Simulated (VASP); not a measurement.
NiO, 2 atoms in the cell. It takes space group Pm-3m (No. 221, cubic). Conventional cell: a = 2.505 Å, b = 2.505 Å, c = 2.505 Å, α = 90.00°, β = 90.00°, γ = 90.00°. Within 2.9 Å of Ni (site symmetry m-3m) lie 8 O at 2.17 Å and 6 Ni at 2.50 Å. O (site symmetry m-3m) has 8 Ni at 2.17 Å and 6 O at 2.50 Å within 2.9 Å. 

* Program: VASP 6.6.1
* Task: single point
* Functional: PBEsol
* Potentials or basis: VASP PAW PBE potentials, release 64 (Ni, O)
* Cutoff: 600 eV
* k mesh: 7 × 7 × 7
* Occupations: gaussian, width 0.05 eV
* Spin: collinear spin, ferromagnetic start
* Starting moments: [1.6, 0.61] μB
* Fixed moment: 2 μB
* Hubbard terms: Ni d U = 1.0 eV
* Dipole correction: no
* Further INCAR settings: ALGO = Normal; EDIFF = 1e-06; NBANDS = 19

Potentials or basis: VASP PAW PBE potentials, release 64 (Ni, O).

The run is started by

```bash
$ cat potpaw_PBE.64/Ni/POTCAR potpaw_PBE.64/O/POTCAR > POTCAR
$ mpirun -np 1 vasp_std > vasp.out
```

Hardware: 1 thread of Intel Xeon 8259CL, with other jobs on the host.

Problem. How long does it take, and how much memory?

Solution. Wall time 22 s on 1 thread of Intel Xeon 8259CL, on a shared host, peak memory 0.14 GiB. Counts: scf iterations 15, k points 20.
